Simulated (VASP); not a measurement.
A run of VASP 6.6.1 is set up as follows.

Contents of INCAR:

```
PREC = Accurate ; ENCUT = 520
EDIFF = 1E-8 ; ISMEAR = -1
SIGMA = 0.05 ; LREAL = F
LASPH = T ; NELM = 60
ALGO = Normal ; ISIF = 2
LWAVE = F ; LCHARG = F
GGA = PS ; LEFG = T
NBANDS = 26
```

File KPOINTS:

```
regular mesh
0
Gamma
  9 9 6
```

The input POSCAR:

```
CdTe
1.0
    3.0447179573     -3.0738391863      0.0000000000
    3.0447179573      3.0738391863      0.0000000000
    0.0000000000      0.0000000000      6.0497739093
Cd Te
2 2
Direct
    0.2770300000      0.7229700000      0.7500000000
    0.7229700000      0.2770300000      0.2500000000
    0.7661370000      0.2338630000      0.7500000000
    0.2338630000      0.7661370000      0.2500000000
```

Potentials or basis: VASP PAW PBE potentials, release 64 (Cd, Te).

Run with:

```sh
$ cat potpaw_PBE.64/Cd/POTCAR potpaw_PBE.64/Te/POTCAR > POTCAR
$ mpirun -np 1 vasp_std > vasp.out
```

Question: Predict the largest force.

Answer: 0.047 eV/Å.

Question: Estimate the pressure.

Answer: -2.2 GPa.

Forces on the atoms (eV/Å):
```
Cd   0.000  0.047  0.000
Cd   0.000 -0.047  0.000
Te   0.000  0.033  0.000
Te   0.000 -0.033  0.000
```

Caveat: without QUAD_EFG the Cq values of the log hold for a quadrupole moment of 1 mb, not for the nuclei; the PAW data sets were made with another functional, which shifts forces and pressure a little.
